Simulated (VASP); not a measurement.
# TbHgB4 (P4/mmm) in VASP: single point with PBE

Aim: the single point of TbHgB4 with PBE.

Everything below comes from runs of VASP 6.6.1. Logs are shortened: lines on timing, memory, paths and dates and some standing lists are left out, and cuts for length are marked.

## Step 1: The cell of the first run

It takes space group P4/mmm (No. 123, tetragonal). Conventional cell: a = 2.944 Å, b = 2.944 Å, c = 8.504 Å, α = 90.00°, β = 90.00°, γ = 90.00°. Tb (site symmetry 4/mmm) has 8 B at 2.66 Å and 4 Tb at 2.94 Å within 3.5 Å. Within 2.8 Å of B (site symmetry 2mm) lie 4 B at 2.08 Å and 2 Hg at 2.51 Å and 2 Tb at 2.66 Å. Hg (site symmetry 4/mmm) has 8 B at 2.51 Å and 4 Hg at 2.94 Å within 3.3 Å.

The cell was built from a structure type or drawn by symmetry, and may not be a known phase.

## Step 2: Single point, PBE

Contents of INCAR:

```
ALGO = Normal
EDIFF = 1E-6
ENCUT = 500
GGA = PE
GGA_COMPAT = F
ISIF = 2
ISMEAR = 0
LASPH = T
LCHARG = F
LMAXMIX = 6
LREAL = F
LWAVE = F
NBANDS = 26
NELM = 200
PREC = Accurate
SIGMA = 0.2
```

Contents of KPOINTS:

```
k-points
0
Gamma
  5 5 3
```

Contents of POSCAR:

```
TbHgB4
1.0
    2.9438948052      0.0000000000      0.0000000000
    0.0000000000      2.9438948052      0.0000000000
    0.0000000000      0.0000000000      8.5039176843
Tb B Hg
1 4 1
Direct
    0.0000000000      0.0000000000      0.0000000000
    0.5000000000      0.0000000000      0.7394592629
    0.0000000000      0.5000000000      0.2605407371
    0.5000000000      0.0000000000      0.2605407371
    0.0000000000      0.5000000000      0.7394592629
    0.5000000000      0.5000000000      0.5000000000
```

Potentials or basis: VASP PAW PBE potentials, release 64 (Tb_3, B, Hg), 4f in core.

Run with:

```console
> cat potpaw_PBE.64/Tb_3/POTCAR potpaw_PBE.64/B/POTCAR potpaw_PBE.64/Hg/POTCAR > POTCAR
> mpirun -np 1 vasp_std > vasp.out
```

OUTCAR:

```text
EDIFF = 1E-6
   ENCUT = 500
   GGA = PE
   ISIF = 2
   ISMEAR = 0
   LASPH = T
   LREAL = F
   NELM = 200
   PREC = Accurate

 ion  position               nearest neighbor table
   1  0.000  0.000  0.000-   2 2.66   3 2.66   4 2.66   5 2.66   3 2.66   5 2.66   2 2.66   4 2.66

   2  0.500  0.000  0.739-   5 2.08   5 2.08   5 2.08   5 2.08   6 2.51   6 2.51   1 2.66   1 2.66

   3  0.000  0.500  0.261-   4 2.08   4 2.08   4 2.08   4 2.08   6 2.51   6 2.51   1 2.66   1 2.66

   4  0.500  0.000  0.261-   3 2.08   3 2.08   3 2.08   3 2.08   6 2.51   6 2.51   1 2.66   1 2.66

   5  0.000  0.500  0.739-   2 2.08   2 2.08   2 2.08   2 2.08   6 2.51   6 2.51   1 2.66   1 2.66

   6  0.500  0.500  0.500-   2 2.51   3 2.51   4 2.51   5 2.51   2 2.51   4 2.51   3 2.51   5 2.51

  LATTYP: Found a simple tetragonal cell.
 ALAT       =     2.9438948052
 C/A-ratio  =     2.8886622135

  Lattice vectors:

 A1 = (   2.9438948052,   0.0000000000,   0.0000000000)
 A2 = (   0.0000000000,   2.9438948052,   0.0000000000)
 A3 = (   0.0000000000,   0.0000000000,   8.5039176843)

Analysis of symmetry for initial positions (statically):
=====================================================================
 Subroutine PRICEL returns:
 Original cell was already a primitive cell.

 Routine SETGRP: Setting up the symmetry group for a
 simple tetragonal supercell.

 Subroutine GETGRP returns: Found 16 space group operations
 (whereof 16 operations were pure point group operations)
 out of a pool of 16 trial point group operations.

The static configuration has the point symmetry D_4h.

Analysis of symmetry for dynamics (positions and initial velocities):
=====================================================================
 Subroutine PRICEL returns:
 Original cell was already a primitive cell.

 Routine SETGRP: Setting up the symmetry group for a
 simple tetragonal supercell.

 Subroutine GETGRP returns: Found 16 space group operations
 (whereof 16 operations were pure point group operations)
 out of a pool of 16 trial point group operations.

The dynamic configuration has the point symmetry D_4h.

 Subroutine INISYM returns: Found 16 space group operations
 (whereof 16 operations are pure point group operations),
 and found     1 'primitive' translations

----------------------------------------------------------------------------------------

                                     Primitive cell

  volume of cell :      73.6993

  direct lattice vectors                    reciprocal lattice vectors
     2.943894805  0.000000000  0.000000000     0.339686051  0.000000000  0.000000000
     0.000000000  2.943894805  0.000000000     0.000000000  0.339686051  0.000000000
     0.000000000  0.000000000  8.503917684     0.000000000  0.000000000  0.117592860

  length of vectors
     2.943894805  2.943894805  8.503917684     0.339686051  0.339686051  0.117592860

  position of ions in fractional coordinates (direct lattice)
     0.000000000  0.000000000  0.000000000
     0.500000000  0.000000000  0.739459263
     0.000000000  0.500000000  0.260540737
     0.500000000  0.000000000  0.260540737
     0.000000000  0.500000000  0.739459263
     0.500000000  0.500000000  0.500000000

  ion indices of the primitive-cell ions
   primitive index   ion index
                 1           1
                 2           2
                 3           3
                 4           4
                 5           5
                 6           6

----------------------------------------------------------------------------------------

 KPOINTS: k-points

Automatic generation of k-mesh.
 Grid dimensions read from file:
 generate k-points for:    5    5    3

 Generating k-lattice:

  Cartesian coordinates                     Fractional coordinates (reciprocal lattice)
     0.067937210  0.000000000  0.000000000     0.200000000  0.000000000  0.000000000
     0.000000000  0.067937210  0.000000000     0.000000000  0.200000000  0.000000000
     0.000000000  0.000000000  0.039197620     0.000000000  0.000000000  0.333333333

  Length of vectors
     0.067937210  0.067937210  0.039197620

  Shift w.r.t. Gamma in fractional coordinates (k-lattice)
     0.000000000  0.000000000  0.000000000

 Subroutine IBZKPT returns following result:
 ===========================================

 Found     12 irreducible k-points:

 Following reciprocal coordinates:
            Coordinates               Weight
  0.000000  0.000000  0.000000      1.000000
  0.200000  0.000000  0.000000      4.000000
  0.400000  0.000000  0.000000      4.000000
  0.200000  0.200000  0.000000      4.000000
  0.400000  0.200000  0.000000      8.000000
  0.400000  0.400000  0.000000      4.000000
  0.000000  0.000000  0.333333      2.000000
  0.200000  0.000000  0.333333      8.000000
  0.400000  0.000000  0.333333      8.000000
  0.200000  0.200000  0.333333      8.000000
  0.400000  0.200000  0.333333     16.000000
  0.400000  0.400000  0.333333      8.000000
   k-points           NKPTS =     12   k-points in BZ     NKDIM =     12   number of bands    NBANDS=     26
   number of dos      NEDOS =    301   number of ions     NIONS =      6
   total plane-waves  NPLWV =  36864
   dimension x,y,z NGX =    24 NGY =   24 NGZ =   64
   dimension x,y,z NGXF=    48 NGYF=   48 NGZF=  128
   ions per type =               1   4   1
   NGX,Y,Z   is equivalent  to a cutoff of  13.55, 13.55, 12.51 a.u.
   NGXF,Y,Z  is equivalent  to a cutoff of  27.11, 27.11, 25.02 a.u.
 SYSTEM =  unknown system
   PREC   = accura    normal or accurate (medium, high low for compatibility)
   ISTART =      0    job   : 0-new  1-cont  2-samecut
   ICHARG =      2    charge: 1-file 2-atom 10-const
   ISPIN  =      1    spin polarized calculation?
   LNONCOLLINEAR =      F non collinear calculations
   LSORBIT =      F    spin-orbit coupling
   LASPH  =      T    aspherical Exc in radial PAW
   ENCUT  =  500.0 eV  36.75 Ry    6.06 a.u.   5.37  5.37 15.50*2*pi/ulx,y,z
   NELM   =    200;   NELMIN=  2; NELMDL= -5     # of ELM steps
   EDIFF  = 0.1E-05   stopping-criterion for ELM
   LREAL  =      F    real-space projection
   EDIFFG = 0.1E-04   stopping-criterion for IOM
   NSW    =      0    number of steps for IOM
   IBRION =     -1    ionic relax: 0-MD 1-quasi-New 2-CG
   NFREE  =      0    steps in history (QN), initial steepest desc. (CG)
   ISIF   =      2    stress and relaxation
   ISYM   =      2    0-nonsym 1-usesym 2-fastsym
   POTIM  = 0.5000    time-step for ionic-motion
   TEBEG  =    0.0;   TEEND  =   0.0 temperature during run
   PSTRESS=    0.0 pullay stress
   NELECT =      33.0000    total number of electrons
   NUPDOWN=      -1.0000    fix difference up-down
   EMIN   =  10.00;   EMAX   =-10.00  energy-range for DOS
   EFERMI =   0.00;   METHOD = LEGACY
   ISMEAR =     0;   SIGMA  =   0.20  broadening in eV -4-tet -1-fermi 0-gaus
   EFERMI_NEDOS =   21; number of points for ismear=-14 and -15
   IALGO  =     38    algorithm
   IMIX   =      4    mixing-type and parameters
     AMIX     =   0.40;   BMIX     =  1.00
     AMIX_MAG =   1.60;   BMIX_MAG =  1.00
  volume/ion in A,a.u.               =      12.28        82.89
  Fermi-wavevector in a.u.,A,eV,Ry     =   1.252444  2.366776 21.342311  1.568616
  Thomas-Fermi vector in A             =   2.386344
   LORBIT       =      0    0 simple, 1 ext, 2 COOP (PROOUT), +10 PAW based schemes
   GGA     = PE    functional components
   LHFCALC =     F    Hartree Fock is set to
   AEXX    =    0.0000 exact exchange contribution
   IVDW    =     0    specifies the selected vdW correction
   LEPSILON=     F    determine dielectric tensor
   LRPA    =     F    only Hartree local field effects (RPA)
 non-spin polarized calculation
 Gauss-broadening in eV      SIGMA  =   0.20
  energy-cutoff  :      500.00
  volume of cell :       73.70
 maximum number of plane-waves:      1885
 NGX is ok and might be reduce to    24
   NGX = 11   NGY = 11   NGZ = 31

 number of electron      33.0000001 magnetization

 Free energy of the ion-electron system (eV)
  ---------------------------------------------------
  ext. energy  EPLUGINS =         0.00000000
  ---------------------------------------------------
  free energy    TOTEN  =       -25.60263298 eV

  energy without entropy =      -25.54114600  energy(sigma->0) =      -25.57188949

 E-fermi :   5.0963     XC(G=0): -11.6775

 val. band max:        5.0656223197   @ k =   0.2000   0.0000   0.3333
 cond. band min:       5.2478936209   @ k =   0.0000   0.0000   0.3333
 fundamental gap:      0.1822713012
 Fermi energy:         5.0962633351

 k-point     1 :       0.0000    0.0000    0.0000
  band No.  band energies     occupation
      1     -16.6668      2.00000
      2     -15.6445      2.00000
      3     -15.6445      2.00000
      4      -7.5156      2.00000
      5      -5.8344      2.00000
      6      -4.0410      2.00000
[... 18 lines left out ...]
     25      12.9494      0.00000
     26      13.4566      0.00000

 k-point     2 :       0.2000    0.0000    0.0000
  band No.  band energies     occupation
      1     -16.5470      2.00000
      2     -16.4172      2.00000
      3     -15.5767      2.00000
      4      -6.9114      2.00000
      5      -5.5146      2.00000
      6      -3.8829      2.00000
[... 18 lines left out ...]
     25      12.1252      0.00000
     26      12.3260      0.00000

 k-point     3 :       0.4000    0.0000    0.0000
  band No.  band energies     occupation
      1     -17.4970      2.00000
      2     -16.3443      2.00000
      3     -15.4647      2.00000
      4      -5.3902      2.00000
      5      -4.8465      2.00000
      6      -3.6962      2.00000
[... 18 lines left out ...]
     25      10.9634      0.00000
     26      12.5329      0.00000

 k-point     4 :       0.2000    0.2000    0.0000
  band No.  band energies     occupation
      1     -16.4325      2.00000
      2     -16.3720      2.00000
      3     -16.2900      2.00000
      4      -6.3235      2.00000
      5      -5.1934      2.00000
      6      -3.3119      2.00000
[... 18 lines left out ...]
     25      12.2786      0.00000
     26      12.4226      0.00000

 k-point     5 :       0.4000    0.2000    0.0000
  band No.  band energies     occupation
      1     -17.3915      2.00000
      2     -16.2392      2.00000
      3     -16.1876      2.00000
      4      -4.8647      2.00000
      5      -4.5610      2.00000
      6      -3.3247      2.00000
[... 18 lines left out ...]
     25      12.0844      0.00000
     26      13.0858      0.00000

 k-point     6 :       0.4000    0.4000    0.0000
  band No.  band energies     occupation
      1     -17.2267      2.00000
      2     -17.2002      2.00000
      3     -16.0626      2.00000
      4      -4.0352      2.00000
      5      -3.8778      2.00000
      6      -3.7370      2.00000
[... 18 lines left out ...]
     25      12.7601      0.00000
     26      12.8818      0.00000

 k-point     7 :       0.0000    0.0000    0.3333
  band No.  band energies     occupation
      1     -16.6672      2.00000
      2     -15.6445      2.00000
      3     -15.6445      2.00000
      4      -7.3187      2.00000
      5      -6.2547      2.00000
      6      -4.0410      2.00000
[... 18 lines left out ...]
     25      12.8468      0.00000
     26      13.3655      0.00000

 k-point     8 :       0.2000    0.0000    0.3333
  band No.  band energies     occupation
      1     -16.5472      2.00000
      2     -16.4172      2.00000
      3     -15.5767      2.00000
      4      -6.7456      2.00000
      5      -5.8241      2.00000
      6      -3.8697      2.00000
[... 18 lines left out ...]
     25      12.2792      0.00000
     26      12.8804      0.00000

 k-point     9 :       0.4000    0.0000    0.3333
  band No.  band energies     occupation
      1     -17.4969      2.00000
      2     -16.3443      2.00000
      3     -15.4647      2.00000
      4      -5.3625      2.00000
      5      -4.9622      2.00000
      6      -3.6872      2.00000
[... 18 lines left out ...]
     25      11.1962      0.00000
     26      12.5041      0.00000

 k-point    10 :       0.2000    0.2000    0.3333
  band No.  band energies     occupation
      1     -16.4326      2.00000
      2     -16.3720      2.00000
      3     -16.2900      2.00000
      4      -6.1849      2.00000
      5      -5.4171      2.00000
      6      -3.3122      2.00000
[... 18 lines left out ...]
     25      12.1324      0.00000
     26      12.4631      0.00000

 k-point    11 :       0.4000    0.2000    0.3333
  band No.  band energies     occupation
      1     -17.3915      2.00000
      2     -16.2392      2.00000
      3     -16.1876      2.00000
      4      -4.8436      2.00000
      5      -4.6345      2.00000
      6      -3.2864      2.00000
[... 18 lines left out ...]
     25      12.8072      0.00000
     26      13.2297      0.00000

 k-point    12 :       0.4000    0.4000    0.3333
  band No.  band energies     occupation
      1     -17.2267      2.00000
      2     -17.2002      2.00000
      3     -16.0626      2.00000
      4      -4.0458      2.00000
      5      -3.8638      2.00000
      6      -3.7312      2.00000
[... 18 lines left out ...]
     25      11.8779      0.00000
     26      14.0249      0.00000

------------------------ aborting loop because EDIFF is reached ----------------------------------------

  FORCE on cell =-STRESS in cart. coord.  units (eV):
  Direction    XX          YY          ZZ          XY          YZ          ZX
  --------------------------------------------------------------------------------------
  -------------------------------------------------------------------------------------
  Total        0.2914711      0.2914711      0.5712125      0.0000000      0.0000000     -0.0000000
  in kB        6.3363982      6.3363982     12.4177995      0.0000000      0.0000000     -0.0000000
  external PRESSURE =       8.3635320 kB  Pullay stress =       0.0000000 kB

 VOLUME and BASIS-vectors are now :
 -----------------------------------------------------------------------------
  energy-cutoff  :      500.00
  volume of cell :       73.70
      direct lattice vectors                 reciprocal lattice vectors
     2.943894805  0.000000000  0.000000000     0.339686051  0.000000000  0.000000000
     0.000000000  2.943894805  0.000000000     0.000000000  0.339686051  0.000000000
     0.000000000  0.000000000  8.503917684     0.000000000  0.000000000  0.117592860

 POSITION                                       TOTAL-FORCE (eV/Angst)
 -----------------------------------------------------------------------------------
      0.00000      0.00000      0.00000         0.000000     -0.000000      0.000000
      1.47195      0.00000      6.28830        -0.000000     -0.000000      0.019942
      0.00000      1.47195      2.21562         0.000000      0.000000     -0.019942
      1.47195      0.00000      2.21562         0.000000     -0.000000     -0.019942
      0.00000      1.47195      6.28830        -0.000000      0.000000      0.019942
      1.47195      1.47195      4.25196         0.000000     -0.000000      0.000000
 -----------------------------------------------------------------------------------
    total drift:                                0.000000      0.000000     -0.000000

  FREE ENERGIE OF THE ION-ELECTRON SYSTEM (eV)
  ---------------------------------------------------
  free  energy   TOTEN  =       -25.6026329838 eV

  energy  without entropy=      -25.5411460033  energy(sigma->0) =      -25.57188949
```

Run time: 14 s. Hardware: 1 thread of AMD EPYC 9R45 (Zen 5), shared host; peak memory 0.16 GiB.

What came out:

```yaml
Free_energy: -25.6026 eV
Pressure: 0.8 GPa
Largest_force: 0.020 eV/Å
Band_gap_on_the_k_mesh: zero (an odd number of electrons rules out a gap without spin polarisation)
```

Forces on the atoms (eV/Å):
```
Tb   0.000  0.000  0.000
B    0.000  0.000  0.020
B    0.000  0.000 -0.020
B    0.000  0.000 -0.020
B    0.000  0.000  0.020
Hg   0.000  0.000  0.000
```

Levels at points of the mesh, in eV from the Fermi level:
| k point | band 12 | band 13 | band 14 | band 15 | band 16 | band 17 | band 18 | band 19 | band 20 | band 21 |
| --- | --- | --- | --- | --- | --- | --- | --- | --- | --- | --- |
| (0.00, 0.00, 0.00) | -3.13 | -1.64 | -0.99 | -0.40 | -0.40 | -0.19 | -0.19 | 2.94 | 4.15 | 5.41 |

Caveat: the k points lie up to 0.43 Å⁻¹ apart, too coarse for converged energies and pressures of a metal; spin-orbit coupling is left out, which moves the levels of the heavy elements; the 4f electrons are frozen in the core, so they carry no moment and show no levels. Spin polarisation is off, so any magnetic state and its effect on volume and gap are missing.
